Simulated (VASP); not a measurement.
Write the native input for VASP 6.6.1 that does the following.

- Task: single point
- Functional: PBE
- Potentials or basis: VASP PAW PBE potentials, release 64 (N, B, As)
- Cutoff: 520 eV
- k mesh: 10 × 10 × 10
- Occupations: gaussian, width 0.01 eV
- Spin: non-collinear spin, zero start, spin-orbit coupling
- Starting moments: [[0.0, 0.0, 0.0], [0.0, 0.0, 0.0], [0.0, 0.0, 0.0], [0.0, 0.0, 0.0], [0.0, 0.0, 0.0], [0.0, 0.0, 0.0], [0.0, 0.0, 0.0], [0.0, 0.0, 0.0]] μB
- Dipole correction: no
- Further INCAR settings: ALGO = Normal; EDIFF = 1e-06; NBANDS = 50

The structure of B4AsN3 lies in POSCAR:

```
B4AsN3
1.0
   -1.9747851057      1.9747851057      3.9215573684
    1.9747851057     -1.9747851057      3.9215573684
    1.9747851057      1.9747851057     -3.9215573684
N B As
3 4 1
Direct
    0.2500000000      0.7500000000      0.5000000000
    0.5000000000      0.5000000000      0.0000000000
    0.7500000000      0.2500000000      0.5000000000
    0.8533537119      0.4188893873      0.0000000000
    0.1466462881      0.1466462881      0.5655356754
    0.4188893873      0.8533537119      0.0000000000
    0.5811106127      0.5811106127      0.4344643246
    0.0000000000      0.0000000000      0.0000000000
```

The input as run:

INCAR

```
SYSTEM = B4AsN3
ALGO     = Normal         ! electronic algorithm
EDIFF    = 1E-6           ! SCF threshold, eV
ENCUT    = 520            ! plane-wave cutoff, eV
GGA      = PE             ! functional
GGA_COMPAT= .False.      
ISIF     = 2              ! what is computed and relaxed
ISMEAR   = 0              ! smearing method
LASPH    = .True.         ! aspherical terms in the spheres
LCHARG   = .False.        ! write CHGCAR
LORBIT   = 11             ! projections on sites
LORBMOM  = .True.       
LREAL    = .False.        ! projectors in reciprocal space
LSORBIT  = .True.         ! spin-orbit coupling
LWAVE    = .False.        ! write WAVECAR
MAGMOM   = 0 0 0 0 0 0 0 0 0 0 0 0 0 0 0 0 0 0 0 0 0 0 0 0 ! initial moments
NBANDS   = 50             ! bands
NELM     = 150            ! most SCF steps
PREC     = Accurate       ! precision mode
SIGMA    = 0.01           ! smearing width, eV
```

KPOINTS

```
k-points
0
Gamma
  10 10 10
  0 0 0
```

Potentials or basis: VASP PAW PBE potentials, release 64 (N, B, As).

The run is started by

```bash
$ cat potpaw_PBE.64/N/POTCAR potpaw_PBE.64/B/POTCAR potpaw_PBE.64/As/POTCAR > POTCAR
$ mpirun -np 1 vasp_ncl > vasp.out
```

Results of the run:

* Pressure: 3.9 GPa
* Largest force: 0.369 eV/Å
* Net moment: 0.00 μB per cell
* Valence electrons inside the program's atomic spheres: N 3.77, 3.85 (each value once); B 1.89; As 3.35

Caveat: the cell stands under pressure.

Run time: 31 min on 1 thread of Oxide Virtual Turin-like Processor (shared host), peak memory 0.81 GiB.
